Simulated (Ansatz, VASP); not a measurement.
## Two plane-wave programs on Ta4C3

```
Ta C
1.0
     4.40447    0.00000    0.00000
     0.00000    4.40447    0.00000
     0.00000    0.00000    4.40447
Ta C
4 3
Direct
  0.00000 0.50000 0.50000
  0.50000 0.00000 0.50000
  0.50000 0.50000 0.00000
  0.00000 0.00000 0.00000
  0.50000 0.00000 0.00000
  0.00000 0.50000 0.00000
  0.00000 0.00000 0.50000
```

Alike in both runs: task relaxation of cell and atoms; functional PBEsol; k mesh 8 × 8 × 8; occupations gaussian, width 0.1 eV; no spin polarisation.

|  | VASP | Ansatz |
| --- | --- | --- |
| version | VASP 6.6.1 | Ansatz 0.2.0 |
| potentials or method | VASP PAW PBE potentials, release 64 (Ta_pv, C), cutoff 600 eV | scalar-relativistic, plane waves, PAW |
| valence electrons in the cell | 56 | 64 |

```tsv
	VASP	Ansatz	Ansatz less VASP
gap on the k mesh at the Fermi level, each at its own relaxed structure (eV)	none	none	-
relaxed volume (Å³/atom)	12.21	12.19	-0.024
relaxed length of the cell vector where the two differ most in proportion (Å)	4.405	4.403	-0.0029
```

VASP's potentials were made for PBE, not for PBEsol. A gap of «none» marks a metal or a gap that the smearing closes. VASP's potentials hold 56 valence electrons a cell and Ansatz's 64, so a difference there can come from the potentials and not from the codes.

Spin-orbit coupling is off throughout.
